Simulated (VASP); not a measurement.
A run of VASP 6.6.1:

The input POSCAR:

```
TaN
1.0
    0.0000000000      2.1982074175      2.1982074175
    2.1982074175      0.0000000000      2.1982074175
    2.1982074175      2.1982074175      0.0000000000
Ta N
1 1
Direct
    0.0000000000      0.0000000000      0.0000000000
    0.5000000000      0.5000000000      0.5000000000
```

Contents of INCAR.step1:

```
SYSTEM = TaN
ALGO     = Normal         ! electronic algorithm
EDIFF    = 1E-4           ! SCF threshold, eV
ENCUT    = 520            ! plane-wave cutoff, eV
GGA      = PE             ! functional
ISMEAR   = -1             ! smearing method
LASPH    = .True.         ! aspherical terms in the spheres
LCHARG   = .False.        ! write CHGCAR
LREAL    = .False.        ! projectors in reciprocal space
LWAVE    = .True.         ! write WAVECAR
NBANDS   = 15             ! bands
NELM     = 60             ! most SCF steps
PREC     = Accurate       ! precision mode
SIGMA    = 0.08           ! smearing width, eV
```

File INCAR.step2:

```
SYSTEM = TaN
ALGO     = Normal         ! electronic algorithm
EDIFF    = 1E-6           ! SCF threshold, eV
ENCUT    = 520            ! plane-wave cutoff, eV
ISIF     = 2              ! what is computed and relaxed
ISMEAR   = -1             ! smearing method
ISTART   = 1            
LASPH    = .True.         ! aspherical terms in the spheres
LCHARG   = .False.        ! write CHGCAR
LMIXTAU  = .True.       
LREAL    = .False.        ! projectors in reciprocal space
LWAVE    = .False.        ! write WAVECAR
METAGGA  = R2SCAN         ! meta-GGA
NBANDS   = 15             ! bands
NELM     = 60             ! most SCF steps
PREC     = Accurate       ! precision mode
SIGMA    = 0.08           ! smearing width, eV
```

Contents of KPOINTS:

```
k-points
0
Gamma
  17 17 17
  0 0 0
```

Potentials or basis: VASP PAW PBE potentials, release 64 (Ta_pv, N).

The run is started by

```console
$ cat potpaw_PBE.64/Ta_pv/POTCAR potpaw_PBE.64/N/POTCAR > POTCAR
$ cp INCAR.step1 INCAR
$ mpirun -np 1 vasp_std > vasp.out
$ cp INCAR.step2 INCAR
$ mpirun -np 1 vasp_std > vasp.out
```

Hardware: 1 thread of Intel Xeon 6975P-C, with other jobs on the host.

Q: How long does it take, and how much memory?

A: Wall time 83 s on 1 thread of Intel Xeon 6975P-C (shared host), peak memory 0.18 GiB. Counts: k points 165.
